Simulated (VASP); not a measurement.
A run of VASP 6.6.1 is set up as follows.

The input INCAR:

```
PREC = Accurate
ENCUT = 1340
EDIFF = 1E-6
ISMEAR = -1
SIGMA = 0.05
LREAL = False
LASPH = True
NELM = 120
ALGO = Normal
ISIF = 2
LWAVE = False
LCHARG = False
GGA = B5
ALDAX = 1.0
AGGAX = 1.0
AGGAC = 1.0
ALDAC = 0.0
IVDW = 12
VDW_S6 = 1.0
VDW_S8 = 2.6996
VDW_A1 = 0.4298
VDW_A2 = 4.2359
NBANDS = 28
GGA_COMPAT = False
```

The input KPOINTS:

```
Automatic mesh
0
Gamma
  6 6 6
```

File POSCAR:

```
BaZrO3
1.0
    4.2140573309      0.0000000000      0.0000000000
    0.0000000000      4.2140573309      0.0000000000
    0.0000000000      0.0000000000      4.2140573309
Ba Zr O
1 1 3
Direct
    0.0000000000      0.0000000000      0.0000000000
    0.5000000000      0.5000000000      0.5000000000
    0.5000000000      0.5000000000      0.0000000000
    0.5000000000      0.0000000000      0.5000000000
    0.0000000000      0.5000000000      0.5000000000
```

Potentials or basis: VASP PAW PBE potentials, release 64 (Ba_sv, Zr_sv, O_h).

Run with:

```bash
$ cat potpaw_PBE.64/Ba_sv/POTCAR potpaw_PBE.64/Zr_sv/POTCAR potpaw_PBE.64/O_h/POTCAR > POTCAR
$ mpirun -np 1 vasp_std > vasp.out
```

Predict the dispersion energy per atom.

-0.567 eV.

What does it give for the band gap on the k mesh?

3.24 eV (least direct gap 3.48 eV).

Estimate the pressure.

1.1 GPa.

Caveat: the PAW data sets were made with another functional, which shifts forces and pressure a little; spin-orbit coupling is left out, which moves the levels of the heavy elements. BLYP gaps usually lie below the measured ones, often by a third to a half.
